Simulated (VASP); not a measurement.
HfS2, 3 atoms in the cell. The cell holds a slab with vacuum, 3 atoms: a = 3.620 Å, b = 3.620 Å, c = 20.910 Å, α = 90.00°, β = 90.00°, γ = 120.00°. 

```yaml
Program: VASP 6.6.1
Task: relaxation of the atoms
Functional: PBE
Dispersion: D3(BJ)
Potentials_or_basis: VASP PAW PBE potentials, release 64 (S, Hf_pv)
Cutoff: 450 eV
k_mesh: 9 × 9 × 1
Occupations: gaussian, width 0.05 eV
Spin: no spin polarisation
Dipole_correction: yes
Further_INCAR_settings: ALGO = Normal; EDIFF = 1e-07; NELMDL = -8; IBRION = 2; EDIFFG = -0.04; NSW = 60
```

Potentials or basis: VASP PAW PBE potentials, release 64 (S, Hf_pv).

Launch:

```console
$ cat potpaw_PBE.64/S/POTCAR potpaw_PBE.64/Hf_pv/POTCAR > POTCAR
$ mpirun -np 1 vasp_std > vasp.out
```

Hardware: 1 thread of Intel(R) Xeon(R) 6975P-C (Granite Rapids) (shared host).

How long does it take, and how much memory?

Run time: 93 s on 1 thread of Intel(R) Xeon(R) 6975P-C (Granite Rapids), with other jobs on the host, peak memory 0.36 GiB. Counts: scf iterations 34, k points 12, ion steps 2.
